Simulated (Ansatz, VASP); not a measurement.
## Two plane-wave programs on YSi2Ir2

Contents of INCAR:

```
SYSTEM = YSi2Ir2
ALGO = Normal ; EDIFF = 1E-6
ENCUT = 520 ; GGA = CA
ISIF = 2 ; ISMEAR = 1
LASPH = .True. ; LCHARG = .False.
LREAL = .False. ; LWAVE = .False.
NBANDS = 48 ; NELM = 60
PREC = Accurate ; SIGMA = 0.1
```

Contents of KPOINTS:

```
k-points
0
Gamma
  7 7 3
  0 0 0
```

File POSCAR:

```
YSi2Ir2
1.0
    4.0855283386      0.0000000000      0.0000000000
    0.0000000000      4.0855283386      0.0000000000
    0.0000000000      0.0000000000      9.7522925960
Y Si Ir
2 4 4
Direct
    0.5000000000      0.0000000000      0.2520000000
    0.0000000000      0.5000000000      0.7480000000
    0.0000000000      0.0000000000      0.5000000000
    0.5000000000      0.5000000000      0.5000000000
    0.5000000000      0.0000000000      0.8670000000
    0.0000000000      0.5000000000      0.1330000000
    0.0000000000      0.0000000000      0.0000000000
    0.5000000000      0.5000000000      0.0000000000
    0.5000000000      0.0000000000      0.6260000000
    0.0000000000      0.5000000000      0.3740000000
```

Input for Ansatz:

```yaml
crystal:
  lattice:
    - [4.085528338583387, 0.0, 0.0]
    - [0.0, 4.085528338583387, 0.0]
    - [0.0, 0.0, 9.752292596029108]
  atoms:
    - { symbol: "Y", position: [0.5, 0.0, 0.252] }
    - { symbol: "Y", position: [0.0, 0.5, 0.748] }
    - { symbol: Si, position: [0.0, 0.0, 0.5] }
    - { symbol: Si, position: [0.5, 0.5, 0.5] }
    - { symbol: Si, position: [0.5, 0.0, 0.867] }
    - { symbol: Si, position: [0.0, 0.5, 0.133] }
    - { symbol: Ir, position: [0.0, 0.0, 0.0] }
    - { symbol: Ir, position: [0.5, 0.5, 0.0] }
    - { symbol: Ir, position: [0.5, 0.0, 0.626] }
    - { symbol: Ir, position: [0.0, 0.5, 0.374] }
basis:
  ecutwfc: 470.0
kpoints:
  mp_grid:
    grid: [7, 7, 3]
hamiltonian:
  xc: lda
  pseudopotentials:
    kind: paw
scf:
  occupations:
    method: cold
    width: 0.1
output:
  stress: true
```

Alike in both runs: task single point; functional LDA; k mesh 7 × 7 × 3; no spin polarisation.

```csv
,VASP,Ansatz
version,VASP 6.6.1,Ansatz 0.2.0
potentials or method,"VASP PAW LDA potentials, release 64 (Y_sv, Si, Ir), cutoff 520 eV","plane waves, PAW"
occupations,"methfessel-paxton of order 1, width 0.1 eV","cold, width 0.1 eV"
valence electrons in the cell,74,106
```

```tsv
	VASP	Ansatz	Ansatz less VASP
pressure (GPa)	-1.9	-2.8	-0.88
traceless stress, the component that is largest in VASP (GPa)	-0.92	-0.92	-0.002
```

LDA's correlation is that of Perdew and Zunger in VASP and of Perdew and Wang (1992) in Ansatz. VASP's potentials hold 74 valence electrons a cell and Ansatz's 106, so a difference there can come from the potentials and not from the codes.

Spin-orbit coupling is off throughout.
